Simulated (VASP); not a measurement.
Runs of VASP 6.6.1 on Pd. The structure is that of space group P6_3/mmc (No. 194), or close to it. The cells are those of the table. 

| task | spin | cell | cutoff (eV) | gap on the mesh (eV) | pressure (GPa) |
| --- | --- | --- | --- | --- | --- |
| relaxation of cell and atoms | off | relaxed to 20 GPa from a = 2.659, b = 2.659, c = 8.775 Å, angles 90.0, 90.0, 120.0°, 4 atoms | 600 | - | 20.0 |
| relaxation of cell and atoms | off | relaxed to 2 GPa from a = 2.715, b = 2.715, c = 8.962 Å, angles 90.0, 90.0, 120.0°, 4 atoms | 600 | - | 2.0 |
| single point | off | a = 2.693, b = 2.693, c = 8.887 Å, angles 90.0, 90.0, 120.0°, 4 atoms | 520 | none | 9.6 |
| relaxation of cell and atoms | off | relaxed to 5 GPa from a = 2.711, b = 2.711, c = 8.950 Å, angles 90.0, 90.0, 120.0°, 4 atoms | 600 | - | 5.0 |
| relaxation of cell and atoms | off | relaxed to 10 GPa from a = 2.692, b = 2.692, c = 8.886 Å, angles 90.0, 90.0, 120.0°, 4 atoms | 600 | - | 10.0 |
| single point | collinear, ferromagnetic start | a = 2.732, b = 2.732, c = 9.020 Å, angles 90.0, 90.0, 120.0°, 4 atoms | 520 | none | (a) |
| single point | off | a = 2.711, b = 2.711, c = 8.950 Å, angles 90.0, 90.0, 120.0°, 4 atoms | 520 | none | 4.6 |

Alike in all rows: level PBEsol; potentials or basis VASP PAW PBE potentials, release 64 (Pd); k mesh 18 × 18 × 6; smearing gaussian 0.1 eV.

Question: Estimate the missing entries.

Answer: (a) -0.3.

Caveats: the PAW data sets were made with another functional, which shifts forces and pressure a little; the cell is relaxed towards a set pressure, so the enthalpy falls and the energy may rise (some runs); the bands computed are all filled at some k points, so no gap is given (some runs).

A k mesh can miss the band edges, and the runs leave out spin-orbit coupling on Pd.

A gap of «none» marks levels without a gap at the run's occupations.
